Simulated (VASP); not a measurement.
# Re (Fm-3m) in VASP: a series of runs

Runs on Re. Level: PBE. Tasks: single point.

All numbers are computed with VASP 6.6.1; they aren't measurements. Logs are shortened: lines on timing, memory, paths and dates and some standing lists are left out, and cuts for length are marked.

## (1) The cell of the first run

The structure is cubic, space group Fm-3m (No. 225). The conventional cell has a = 3.894 Å, b = 3.894 Å, c = 3.894 Å, α = 90.00°, β = 90.00°, γ = 90.00°. Re (site symmetry m-3m) has 12 Re at 2.75 Å within 3.6 Å.

## (2) Single point, PBE (volume 14.767 Å^3 an atom, c/a of the conventional cell 1.0000)

INCAR reads:

```
SYSTEM = Re
ALGO = Fast
EDIFF = 1E-6
ENCUT = 520
GGA = PE
ISIF = 2
ISMEAR = 0
LASPH = .TRUE.
LCHARG = .TRUE.
LELF = .TRUE.
LREAL = .FALSE.
LVHAR = .TRUE.
LWAVE = .FALSE.
NBANDS = 10
NELM = 100
PREC = Accurate
SIGMA = 0.15
```

KPOINTS reads:

```
k-points
0
G
  10 10 10
  0 0 0
```

POSCAR reads:

```
Re
1.0
    0.0000000000      1.9472457280      1.9472457280
    1.9472457280      0.0000000000      1.9472457280
    1.9472457280      1.9472457280      0.0000000000
Re
1
Direct
    0.0000000000      0.0000000000      0.0000000000
```

Potentials or basis: VASP PAW PBE potentials, release 64 (Re).

The run is started by

```sh
cat potpaw_PBE.64/Re/POTCAR > POTCAR
mpirun -np 1 vasp_std > vasp.out
```

OUTCAR:

```text
SYSTEM = Re
   EDIFF = 1E-6
   ENCUT = 520
   GGA = PE
   ISIF = 2
   ISMEAR = 0
   LASPH = .TRUE.
   LREAL = .FALSE.
   NELM = 100
   PREC = Accurate

 ion  position               nearest neighbor table
   1  0.000  0.000  0.000-

  LATTYP: Found a face centered cubic cell.
 ALAT       =     3.8944914560

  Lattice vectors:

 A1 = (   0.0000000000,   1.9472457280,   1.9472457280)
 A2 = (   1.9472457280,   0.0000000000,   1.9472457280)
 A3 = (   1.9472457280,   1.9472457280,   0.0000000000)

Analysis of symmetry for initial positions (statically):
=====================================================================
 Subroutine PRICEL returns:
 Original cell was already a primitive cell.

 Routine SETGRP: Setting up the symmetry group for a
 face centered cubic supercell.

 Subroutine GETGRP returns: Found 48 space group operations
 (whereof 48 operations were pure point group operations)
 out of a pool of 48 trial point group operations.

The static configuration has the point symmetry O_h .

Analysis of symmetry for dynamics (positions and initial velocities):
=====================================================================
 Subroutine PRICEL returns:
 Original cell was already a primitive cell.

 Routine SETGRP: Setting up the symmetry group for a
 face centered cubic supercell.

 Subroutine GETGRP returns: Found 48 space group operations
 (whereof 48 operations were pure point group operations)
 out of a pool of 48 trial point group operations.

The dynamic configuration has the point symmetry O_h .

 Subroutine INISYM returns: Found 48 space group operations
 (whereof 48 operations are pure point group operations),
 and found     1 'primitive' translations

----------------------------------------------------------------------------------------

                                     Primitive cell

  volume of cell :      14.7670

  direct lattice vectors                    reciprocal lattice vectors
     0.000000000  1.947245728  1.947245728    -0.256772935  0.256772935  0.256772935
     1.947245728  0.000000000  1.947245728     0.256772935 -0.256772935  0.256772935
     1.947245728  1.947245728  0.000000000     0.256772935  0.256772935 -0.256772935

  length of vectors
     2.753821318  2.753821318  2.753821318     0.444743769  0.444743769  0.444743769

  position of ions in fractional coordinates (direct lattice)
     0.000000000  0.000000000  0.000000000

  ion indices of the primitive-cell ions
   primitive index   ion index
                 1           1
[... 72 lines left out ...]
   EDIFF  = 0.1E-05   stopping-criterion for ELM
   LREAL  =      F    real-space projection
   EDIFFG = 0.1E-04   stopping-criterion for IOM
   NSW    =      0    number of steps for IOM
   IBRION =     -1    ionic relax: 0-MD 1-quasi-New 2-CG
   NFREE  =      0    steps in history (QN), initial steepest desc. (CG)
   ISIF   =      2    stress and relaxation
   ISYM   =      2    0-nonsym 1-usesym 2-fastsym
   POTIM  = 0.5000    time-step for ionic-motion
   TEBEG  =    0.0;   TEEND  =   0.0 temperature during run
   PSTRESS=    0.0 pullay stress
   NELECT =       7.0000    total number of electrons
   NUPDOWN=      -1.0000    fix difference up-down
   EMIN   =  10.00;   EMAX   =-10.00  energy-range for DOS
   EFERMI =   0.00;   METHOD = LEGACY
   ISMEAR =     0;   SIGMA  =   0.15  broadening in eV -4-tet -1-fermi 0-gaus
   EFERMI_NEDOS =   21; number of points for ismear=-14 and -15
   IALGO  =     68    algorithm
   IMIX   =      4    mixing-type and parameters
     AMIX     =   0.40;   BMIX     =  1.00
     AMIX_MAG =   1.60;   BMIX_MAG =  1.00
  volume/ion in A,a.u.               =      14.77        99.65
  Fermi-wavevector in a.u.,A,eV,Ry     =   1.276468  2.412176 22.168948  1.629372
  Thomas-Fermi vector in A             =   2.409123
   LORBIT       =      0    0 simple, 1 ext, 2 COOP (PROOUT), +10 PAW based schemes
   GGA     = PE    functional components
   LHFCALC =     F    Hartree Fock is set to
   AEXX    =    0.0000 exact exchange contribution
   IVDW    =     0    specifies the selected vdW correction
   LEPSILON=     F    determine dielectric tensor
   LRPA    =     F    only Hartree local field effects (RPA)
 non-spin polarized calculation
 RMM-DIIS sequential band-by-band and
 Gauss-broadening in eV      SIGMA  =   0.15
  energy-cutoff  :      520.00
  volume of cell :       14.77
 maximum number of plane-waves:       411
   NGX = 11   NGY = 11   NGZ = 11

 number of electron       7.0000001 magnetization

 Free energy of the ion-electron system (eV)
  ---------------------------------------------------
  ext. energy  EPLUGINS =         0.00000000
  ---------------------------------------------------
  free energy    TOTEN  =       -12.37375529 eV

  energy without entropy =      -12.36085108  energy(sigma->0) =      -12.36730318

 E-fermi :   8.1477     XC(G=0): -13.7099

 val. band max:        8.1250984521   @ k =   0.3000   0.2000   0.0000
 cond. band min:       8.1559192817   @ k =  -0.3000   0.3000   0.1000
 fundamental gap:      0.0308208296
 Fermi energy:         8.1476508137

 k-point     1 :       0.0000    0.0000    0.0000
  band No.  band energies     occupation
      1      -1.9985      2.00000
      2       6.2092      2.00000
      3       6.2092      2.00000
      4       6.2092      2.00000
      5       9.3797      0.00000
      6       9.3797      0.00000
      7      22.0236      0.00000
      8      27.6536      0.00000
      9      27.6536      0.00000
     10      27.6536      0.00000
[... 287 lines left out ...]
 k-point    24 :       0.4000    0.3000    0.0000
  band No.  band energies     occupation
      1       1.9642      2.00000
      2       3.0209      2.00000
      3       7.1024      2.00000
      4       9.6667      0.00000
      5      11.3205      0.00000
      6      11.7572      0.00000
      7      22.1794      0.00000
      8      24.2137      0.00000
      9      25.7959      0.00000
     10      30.0331      0.00000

 [... further k-points ...]
[... 5 lines left out ...]
  --------------------------------------------------------------------------------------
  -------------------------------------------------------------------------------------
  Total        0.4895871      0.4895871      0.4895871      0.0000000      0.0000000      0.0000000
  in kB       53.1187981     53.1187981     53.1187981      0.0000000      0.0000000      0.0000000
  external PRESSURE =      53.1187981 kB  Pullay stress =       0.0000000 kB

 VOLUME and BASIS-vectors are now :
 -----------------------------------------------------------------------------
  energy-cutoff  :      520.00
  volume of cell :       14.77
      direct lattice vectors                 reciprocal lattice vectors
     0.000000000  1.947245728  1.947245728    -0.256772935  0.256772935  0.256772935
     1.947245728  0.000000000  1.947245728     0.256772935 -0.256772935  0.256772935
     1.947245728  1.947245728  0.000000000     0.256772935  0.256772935 -0.256772935

 POSITION                                       TOTAL-FORCE (eV/Angst)
 -----------------------------------------------------------------------------------
      0.00000      0.00000      0.00000        -0.000000     -0.000000     -0.000000
 -----------------------------------------------------------------------------------
    total drift:                               -0.000000     -0.000000      0.000000

  FREE ENERGIE OF THE ION-ELECTRON SYSTEM (eV)
  ---------------------------------------------------
  free  energy   TOTEN  =       -12.3737552886 eV

  energy  without entropy=      -12.3608510777  energy(sigma->0) =      -12.36730318
```

Wall time 13 s (1 thread of AMD EPYC 7R13, shared host); peak memory 0.1 GiB.

What came out:

```yaml
Free_energy: -12.3738 eV
Pressure: 5.3 GPa
```

Caveat: spin-orbit coupling is left out, which moves the levels of the heavy elements.

## (3) Single point, PBE (volume 14.286 Å^3 an atom, c/a of the conventional cell 1.0000)

INCAR reads:

```
ALGO = Normal ; EDIFF = 1E-6
ENCUT = 520 ; GGA = PE
ISIF = 2 ; ISMEAR = 0
LASPH = T ; LCHARG = F
LREAL = F ; LWAVE = F
NBANDS = 10 ; NELM = 60
PREC = Accurate ; SIGMA = 0.15
```

KPOINTS reads:

```
k-points
0
Gamma
  10 10 10
```

POSCAR reads:

```
Re
1.0
    0.0000000000      1.9258696245      1.9258696245
    1.9258696245      0.0000000000      1.9258696245
    1.9258696245      1.9258696245      0.0000000000
Re
1
Direct
    0.0000000000      0.0000000000      0.0000000000
```

Potentials or basis: VASP PAW PBE potentials, release 64 (Re).

The run is started by

```sh
cat potpaw_PBE.64/Re/POTCAR > POTCAR
mpirun -np 1 vasp_std > vasp.out
```

Wall time 11 s (1 thread of AMD EPYC 7R13, shared host); peak memory 0.1 GiB.

It converged, with:

- Free energy: -12.3366 eV
- Pressure: 19.5 GPa

Levels at points of the mesh, in eV from the Fermi level:
```tsv
k point	band 2	band 3	band 4	band 5	band 6	band 7
(0.00, 0.00, 0.00)	-2.03	-2.03	-2.03	1.30	1.30	13.91
(0.50, 0.00, 0.00)	-2.26	-2.26	0.24	3.98	3.98	10.40
(0.50, 0.50, 0.00)	-6.24	2.92	3.93	4.77	4.77	12.50
```

Caveat: spin-orbit coupling is left out, which moves the levels of the heavy elements.

## (4) Single point, PBE (volume 15.247 Å^3 an atom, c/a of the conventional cell 1.0000)

INCAR reads:

```
ALGO     = Fast           # electronic algorithm
EDIFF    = 1E-6           # SCF threshold, eV
ENCUT    = 520            # plane-wave cutoff, eV
GGA      = PE             # functional
ISIF     = 2              # what is computed and relaxed
ISMEAR   = 0              # smearing method
LASPH    = True           # aspherical terms in the spheres
LCHARG   = False          # write CHGCAR
LREAL    = False          # projectors in reciprocal space
LWAVE    = False          # write WAVECAR
NBANDS   = 10             # bands
NELM     = 60             # most SCF steps
PREC     = Accurate       # precision mode
SIGMA    = 0.15           # smearing width, eV
```

KPOINTS is that of step 3.

POSCAR reads:

```
Re
1.0
    0.0000000000      1.9681195176      1.9681195176
    1.9681195176      0.0000000000      1.9681195176
    1.9681195176      1.9681195176      0.0000000000
Re
1
Direct
    0.0000000000      0.0000000000      0.0000000000
```

Potentials or basis: VASP PAW PBE potentials, release 64 (Re).

The run is started by

```sh
cat potpaw_PBE.64/Re/POTCAR > POTCAR
mpirun -np 1 vasp_std > vasp.out
```

OUTCAR:

```text
EDIFF = 1E-6
   ENCUT = 520
   GGA = PE
   ISIF = 2
   ISMEAR = 0
   LASPH = True
   LREAL = False
   NELM = 60
   PREC = Accurate

 ion  position               nearest neighbor table
   1  0.000  0.000  0.000-

  LATTYP: Found a face centered cubic cell.
 ALAT       =     3.9362390352

  Lattice vectors:

 A1 = (   0.0000000000,   1.9681195176,   1.9681195176)
 A2 = (   1.9681195176,   0.0000000000,   1.9681195176)
 A3 = (   1.9681195176,   1.9681195176,   0.0000000000)

Analysis of symmetry for initial positions (statically):
=====================================================================
 Subroutine PRICEL returns:
 Original cell was already a primitive cell.

 Routine SETGRP: Setting up the symmetry group for a
 face centered cubic supercell.

 Subroutine GETGRP returns: Found 48 space group operations
 (whereof 48 operations were pure point group operations)
 out of a pool of 48 trial point group operations.

The static configuration has the point symmetry O_h .

Analysis of symmetry for dynamics (positions and initial velocities):
=====================================================================
 Subroutine PRICEL returns:
 Original cell was already a primitive cell.

 Routine SETGRP: Setting up the symmetry group for a
 face centered cubic supercell.

 Subroutine GETGRP returns: Found 48 space group operations
 (whereof 48 operations were pure point group operations)
 out of a pool of 48 trial point group operations.

The dynamic configuration has the point symmetry O_h .

 Subroutine INISYM returns: Found 48 space group operations
 (whereof 48 operations are pure point group operations),
 and found     1 'primitive' translations

----------------------------------------------------------------------------------------

                                     Primitive cell

  volume of cell :      15.2470

[... 106 lines left out ...]
     AMIX_MAG =   1.60;   BMIX_MAG =  1.00
  volume/ion in A,a.u.               =      15.25       102.89
  Fermi-wavevector in a.u.,A,eV,Ry     =   1.262930  2.386592 21.701196  1.594993
  Thomas-Fermi vector in A             =   2.396313
   LORBIT       =      0    0 simple, 1 ext, 2 COOP (PROOUT), +10 PAW based schemes
   GGA     = PE    functional components
   LHFCALC =     F    Hartree Fock is set to
   AEXX    =    0.0000 exact exchange contribution
   IVDW    =     0    specifies the selected vdW correction
   LEPSILON=     F    determine dielectric tensor
   LRPA    =     F    only Hartree local field effects (RPA)
 non-spin polarized calculation
 RMM-DIIS sequential band-by-band and
 Gauss-broadening in eV      SIGMA  =   0.15
  energy-cutoff  :      520.00
  volume of cell :       15.25
 maximum number of plane-waves:       424
 NGX is ok and might be reduce to    24
   NGX = 11   NGY = 11   NGZ = 11

 number of electron       7.0000000 magnetization

 Free energy of the ion-electron system (eV)
  ---------------------------------------------------
  ext. energy  EPLUGINS =         0.00000000
  ---------------------------------------------------
  free energy    TOTEN  =       -12.37198932 eV

  energy without entropy =      -12.35879476  energy(sigma->0) =      -12.36539204

 E-fermi :   7.7529     XC(G=0): -13.5336

 val. band max:        7.7299723668   @ k =   0.3000   0.2000   0.0000
 cond. band min:       7.7644260416   @ k =  -0.3000   0.3000   0.1000
 fundamental gap:      0.0344536747
 Fermi energy:         7.7528598578

 k-point     1 :       0.0000    0.0000    0.0000
  band No.  band energies     occupation
      1      -2.1669      2.00000
      2       5.9001      2.00000
      3       5.9001      2.00000
      4       5.9001      2.00000
      5       8.9197      0.00000
      6       8.9197      0.00000
      7      21.5977      0.00000
      8      27.0467      0.00000
      9      27.0467      0.00000
     10      27.0467      0.00000
[... 287 lines left out ...]
 k-point    24 :       0.4000    0.3000    0.0000
  band No.  band energies     occupation
      1       1.7822      2.00000
      2       2.8467      2.00000
      3       6.7075      2.00000
      4       9.2016      0.00000
      5      10.7740      0.00000
      6      11.1799      0.00000
      7      21.3804      0.00000
      8      23.4092      0.00000
      9      24.9083      0.00000
     10      29.0574      0.00000

 [... further k-points ...]
[... 5 lines left out ...]
  --------------------------------------------------------------------------------------
  -------------------------------------------------------------------------------------
  Total       -0.6188138     -0.6188138     -0.6188138     -0.0000000     -0.0000000      0.0000000
  in kB      -65.0258747    -65.0258747    -65.0258747     -0.0000000     -0.0000000      0.0000000
  external PRESSURE =     -65.0258747 kB  Pullay stress =       0.0000000 kB

 VOLUME and BASIS-vectors are now :
 -----------------------------------------------------------------------------
  energy-cutoff  :      520.00
  volume of cell :       15.25
      direct lattice vectors                 reciprocal lattice vectors
     0.000000000  1.968119518  1.968119518    -0.254049612  0.254049612  0.254049612
     1.968119518  0.000000000  1.968119518     0.254049612 -0.254049612  0.254049612
     1.968119518  1.968119518  0.000000000     0.254049612  0.254049612 -0.254049612

 POSITION                                       TOTAL-FORCE (eV/Angst)
 -----------------------------------------------------------------------------------
      0.00000      0.00000      0.00000         0.000000      0.000000      0.000000
 -----------------------------------------------------------------------------------
    total drift:                               -0.000000      0.000000      0.000000

  FREE ENERGIE OF THE ION-ELECTRON SYSTEM (eV)
  ---------------------------------------------------
  free  energy   TOTEN  =       -12.3719893200 eV

  energy  without entropy=      -12.3587947588  energy(sigma->0) =      -12.36539204
```

OSZICAR:

```text
N       E                     dE             d eps       ncg     rms          rms(c)
DAV:   1     0.714004196150E+01    0.71400E+01   -0.34414E+03  1492   0.759E+02
DAV:   2    -0.127156379877E+02   -0.19856E+02   -0.18665E+02  1480   0.165E+02
DAV:   3    -0.130860825400E+02   -0.37044E+00   -0.36175E+00  1558   0.369E+01
DAV:   4    -0.130887481566E+02   -0.26656E-02   -0.26630E-02  1550   0.138E+00
DAV:   5    -0.130887504779E+02   -0.23213E-05   -0.23212E-05  1322   0.251E-02    0.282E+01
RMM:   6    -0.125413668905E+02    0.54738E+00   -0.70148E-02  1037   0.115E+01    0.108E+01
RMM:   7    -0.123771507700E+02    0.16422E+00   -0.71769E-01  1423   0.118E+01    0.143E+00
RMM:   8    -0.123726994410E+02    0.44513E-02   -0.51040E-03  1220   0.236E+00    0.311E-01
RMM:   9    -0.123719551736E+02    0.74427E-03   -0.11469E-02  1431   0.775E-01    0.577E-02
RMM:  10    -0.123719958994E+02   -0.40726E-04   -0.61842E-04  1432   0.208E-01    0.348E-02
RMM:  11    -0.123719884934E+02    0.74060E-05   -0.11480E-04  1296   0.166E-01    0.596E-03
RMM:  12    -0.123719891549E+02   -0.66148E-06   -0.24432E-05  1235   0.525E-02    0.750E-03
RMM:  13    -0.123719893200E+02   -0.16508E-06   -0.40553E-06   922   0.309E-02
   1 F= -.12371989E+02 E0= -.12365392E+02  d E =-.131946E-01
```

It took 19 s on 1 thread of AMD EPYC 7R13, shared host; peak memory 0.11 GiB.

What came out:

* Free energy: -12.3720 eV
* Pressure: -6.5 GPa

Caveat: spin-orbit coupling is left out, which moves the levels of the heavy elements.

[end of part 1 of 2]
